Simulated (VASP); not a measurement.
A run of VASP 6.6.1 is set up as follows.

The input INCAR:

```
SYSTEM = BaZrO3
  PREC = Accurate
  ENCUT = 520
  EDIFF = 1E-6
  ISMEAR = 0
  SIGMA = 0.05
  LREAL = .False.
  LASPH = .True.
  NELM = 80
  ALGO = Normal
  ISIF = 2
  LWAVE = .False.
  LCHARG = .True.
  LELF = .True.
  LVHAR = .True.
  NBANDS = 28
```

KPOINTS

```
regular mesh
0
Gamma
  6 6 6
  0 0 0
```

Contents of POSCAR:

```
BaZrO3
1.0
    4.6036742562      0.0000000000      0.0000000000
    0.0000000000      4.6036742562      0.0000000000
    0.0000000000      0.0000000000      4.1474542849
Ba Zr O
1 1 3
Direct
    0.5000000000      0.5000000000      0.5000000000
    0.0000000000      0.0000000000      0.0000000000
    0.5000000000      0.0000000000      0.0000000000
    0.0000000000      0.5000000000      0.0000000000
    0.0000000000      0.0000000000      0.5000000000
```

Potentials or basis: VASP PAW LDA potentials, release 64 (Ba_sv, Zr_sv, O).

Run with:

```sh
$ cat potpaw_LDA.64/Ba_sv/POTCAR potpaw_LDA.64/Zr_sv/POTCAR potpaw_LDA.64/O/POTCAR > POTCAR
$ mpirun -np 1 vasp_std > vasp.out
```

Estimate the pressure.

-20.5 GPa.

Predict the band gap on the k mesh.

2.41 eV (least direct gap 2.70 eV).

Stress tensor (GPa, compression positive):
```
-25.00   0.00   0.00
  0.00 -25.00   0.00
  0.00   0.00 -11.56
```

Caveat: the cell differs from its parent crystal (normal strain along x +0.1100, normal strain along y +0.1100); the cell stands under tension; spin-orbit coupling is left out, which moves the levels of the heavy elements. A k mesh can miss the band edges.
